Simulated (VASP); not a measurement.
# BeS (F-43m) in VASP: a series of runs, part 2 of 2

VASP 6.6.1. The steps go on from the part before.

## Step 5: Single point, PBE (volume scaled by 0.97)

File INCAR:

```
PREC = Accurate
ENCUT = 520
EDIFF = 1E-6
ISMEAR = 0
SIGMA = 0.02
LREAL = False
LASPH = True
NELM = 60
ALGO = Normal
ISIF = 2
LWAVE = False
LCHARG = False
GGA = PE
NBANDS = 11
```

File KPOINTS:

```
regular mesh
0
Gamma
  8 8 8
```

File POSCAR:

```
BeS
1.0
    0.0000000000      2.4132917974      2.4132917974
    2.4132917974      0.0000000000      2.4132917974
    2.4132917974      2.4132917974      0.0000000000
Be S
1 1
Direct
    0.0000000000      0.0000000000      0.0000000000
    0.2500000000      0.2500000000      0.2500000000
```

Potentials or basis: VASP PAW PBE potentials, release 64 (Be, S).

Command:

```console
cat potpaw_PBE.64/Be/POTCAR potpaw_PBE.64/S/POTCAR > POTCAR
mpirun -np 1 vasp_std > vasp.out
```

OUTCAR:

```text
PREC = Accurate
   ENCUT = 520
   EDIFF = 1E-6
   ISMEAR = 0
   LREAL = False
   LASPH = True
   NELM = 60
   ISIF = 2
   GGA = PE

 ion  position               nearest neighbor table
   1  0.000  0.000  0.000-   2 2.09   2 2.09   2 2.09   2 2.09
   2  0.250  0.250  0.250-   1 2.09   1 2.09   1 2.09   1 2.09

  LATTYP: Found a face centered cubic cell.
 ALAT       =     4.8265835948

  Lattice vectors:

 A1 = (   0.0000000000,   2.4132917974,   2.4132917974)
 A2 = (   2.4132917974,   0.0000000000,   2.4132917974)
 A3 = (   2.4132917974,   2.4132917974,   0.0000000000)

Analysis of symmetry for initial positions (statically):
=====================================================================
 Subroutine PRICEL returns:
 Original cell was already a primitive cell.

 Routine SETGRP: Setting up the symmetry group for a
 face centered cubic supercell.

 Subroutine GETGRP returns: Found 24 space group operations
 (whereof 24 operations were pure point group operations)
 out of a pool of 48 trial point group operations.

The static configuration has the point symmetry T_d .

Analysis of symmetry for dynamics (positions and initial velocities):
=====================================================================
 Subroutine PRICEL returns:
 Original cell was already a primitive cell.

 Routine SETGRP: Setting up the symmetry group for a
 face centered cubic supercell.

 Subroutine GETGRP returns: Found 24 space group operations
 (whereof 24 operations were pure point group operations)
 out of a pool of 48 trial point group operations.

The dynamic configuration has the point symmetry T_d .

 Subroutine INISYM returns: Found 24 space group operations
 (whereof 24 operations are pure point group operations),
 and found     1 'primitive' translations

----------------------------------------------------------------------------------------

                                     Primitive cell
[... 113 lines left out ...]
  Fermi-wavevector in a.u.,A,eV,Ry     =   1.076841  2.034935 15.777138  1.159587
  Thomas-Fermi vector in A             =   2.212737
   LORBIT       =      0    0 simple, 1 ext, 2 COOP (PROOUT), +10 PAW based schemes
   GGA     = PE    functional components
   LHFCALC =     F    Hartree Fock is set to
   AEXX    =    0.0000 exact exchange contribution
   IVDW    =     0    specifies the selected vdW correction
   LEPSILON=     F    determine dielectric tensor
   LRPA    =     F    only Hartree local field effects (RPA)
 non-spin polarized calculation
 Gauss-broadening in eV      SIGMA  =   0.02
  energy-cutoff  :      520.00
  volume of cell :       28.11
 maximum number of plane-waves:       775
 NGX is ok and might be reduce to    28
   NGX = 13   NGY = 13   NGZ = 13

 number of electron       8.0000000 magnetization

 Free energy of the ion-electron system (eV)
  ---------------------------------------------------
  ext. energy  EPLUGINS =         0.00000000
  ---------------------------------------------------
  free energy    TOTEN  =       -10.00502140 eV

  energy without entropy =      -10.00502140  energy(sigma->0) =      -10.00502140

 E-fermi :   4.4425     XC(G=0):  -9.7910

 val. band max:        4.3263838824   @ k =   0.0000   0.0000   0.0000
 cond. band min:       7.4041202460   @ k =   0.5000   0.5000   0.0000
 fundamental gap:      3.0777363637
 Fermi energy:         4.4424845813

 k-point     1 :       0.0000    0.0000    0.0000
  band No.  band energies     occupation
      1      -9.4650      2.00000
      2       4.3264      2.00000
      3       4.3264      2.00000
      4       4.3264      2.00000
      5       9.9896      0.00000
      6       9.9896      0.00000
      7       9.9896      0.00000
      8      10.3363      0.00000
      9      17.1685      0.00000
     10      17.1685      0.00000
     11      19.3118      0.00000
[... 309 lines left out ...]
 k-point    24 :      -0.3750    0.2500    0.1250
  band No.  band energies     occupation
      1      -7.5313      2.00000
      2      -1.0141      2.00000
      3       1.5044      2.00000
      4       2.4502      2.00000
      5      10.4184      0.00000
      6      10.9540      0.00000
      7      13.5306      0.00000
      8      14.9138      0.00000
      9      15.8390      0.00000
     10      19.7427      0.00000
     11      20.4280      0.00000

 [... further k-points ...]
[... 5 lines left out ...]
  --------------------------------------------------------------------------------------
  -------------------------------------------------------------------------------------
  Total        0.5317647      0.5317647      0.5317647      0.0000000      0.0000000      0.0000000
  in kB       30.3089263     30.3089263     30.3089263      0.0000000      0.0000000      0.0000000
  external PRESSURE =      30.3089263 kB  Pullay stress =       0.0000000 kB

 VOLUME and BASIS-vectors are now :
 -----------------------------------------------------------------------------
  energy-cutoff  :      520.00
  volume of cell :       28.11
      direct lattice vectors                 reciprocal lattice vectors
     0.000000000  2.413291797  2.413291797    -0.207185886  0.207185886  0.207185886
     2.413291797  0.000000000  2.413291797     0.207185886 -0.207185886  0.207185886
     2.413291797  2.413291797  0.000000000     0.207185886  0.207185886 -0.207185886

 POSITION                                       TOTAL-FORCE (eV/Angst)
 -----------------------------------------------------------------------------------
      0.00000      0.00000      0.00000        -0.000000     -0.000000     -0.000000
      1.20665      1.20665      1.20665         0.000000      0.000000      0.000000
 -----------------------------------------------------------------------------------
    total drift:                                0.000000      0.000000      0.000000

  FREE ENERGIE OF THE ION-ELECTRON SYSTEM (eV)
  ---------------------------------------------------
  free  energy   TOTEN  =       -10.0050214022 eV

  energy  without entropy=      -10.0050214022  energy(sigma->0) =      -10.00502140
```

Run time: 13 s. Hardware: 1 thread of Intel Xeon 8259CL, shared host; peak memory 0.15 GiB.

Results:

| Item | Value |
| --- | --- |
| Free energy | -10.0050 eV |
| Pressure | 3.0 GPa |
| Band gap on the k mesh | 3.08 eV, indirect (least direct gap 5.66 eV) |

Levels at points of the mesh, in eV from the valence-band top:
```
           k point  band 1  band 2  band 3  band 4  band 5  band 6  band 7  band 8  band 9
(0.00, 0.00, 0.00)  -13.79    0.00    0.00    0.00    5.66    5.66    5.66    6.01   12.84
(0.50, 0.00, 0.00)  -12.14   -5.88   -1.05   -1.05    5.53    6.56    6.56   11.28   15.01
(0.50, 0.50, 0.00)  -11.58   -5.09   -2.69   -2.69    3.08    4.91   12.90   12.90   15.75
```

 A k mesh can miss the band edges.

## Step 6: Overview

```tsv
task	cell	cutoff (eV)	smearing	gap on the mesh (eV)	pressure (GPa)
relaxation of cell and atoms	relaxed to 12 GPa from a = 3.448 Å, angles 60.0°, 2 atoms	600	gaussian 0.01 eV	2.89	12.0
single point	a = 3.377 Å, angles 60.0°, 2 atoms	520	gaussian 0.02 eV	3.00	6.5
single point	a = 3.341 Å, angles 60.0°, 2 atoms	520	gaussian 0.02 eV	2.92	10.5
single point	a = 3.413 Å, angles 60.0°, 2 atoms	520	gaussian 0.02 eV	3.08	3.0
```

Alike in all rows: level PBE; potentials or basis VASP PAW PBE potentials, release 64 (Be, S); no spin polarisation; k mesh 8 × 8 × 8.

Caveats: the cell is relaxed towards a set pressure, so the enthalpy falls and the energy may rise (some runs).

Total energies depend on the potentials used, so only differences within one code and one set of settings carry meaning.
